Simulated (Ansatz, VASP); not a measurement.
# MgS in VASP and in Ansatz

```xyz
2
Lattice="0.0000 2.6016 2.6016 2.6016 0.0000 2.6016 2.6016 2.6016 0.0000" Properties=species:S:1:pos:R:3 pbc="T T T"
S     2.6016    2.6016    2.6016
Mg    0.0000    0.0000    0.0000
```

Alike in both runs: task single point; functional RPBE; k mesh 9 × 9 × 9; occupations gaussian, width 0.1 eV; no spin polarisation.

|  | VASP | Ansatz |
| --- | --- | --- |
| version | VASP 6.6.1 | Ansatz 0.2.0 |
| potentials or method | VASP PAW PBE potentials, release 64 (S, Mg), cutoff 520 eV | all-electron LAPW, scalar-relativistic |

VASP gave:

| Item | Value |
| --- | --- |
| gap on the k mesh at the Fermi level (eV) | 3.04 |
| least direct gap on the mesh (eV) | 3.87 |
| pressure (GPa) | 3.0 |

Problem. Estimate Ansatz's values.

Solution. gap on the k mesh at the Fermi level (eV): 3.07; least direct gap on the mesh (eV): 3.88; pressure (GPa): 3.3.

VASP's potentials were made for PBE, not for RPBE. Ansatz ran all-electron here, and VASP with PAW potentials.
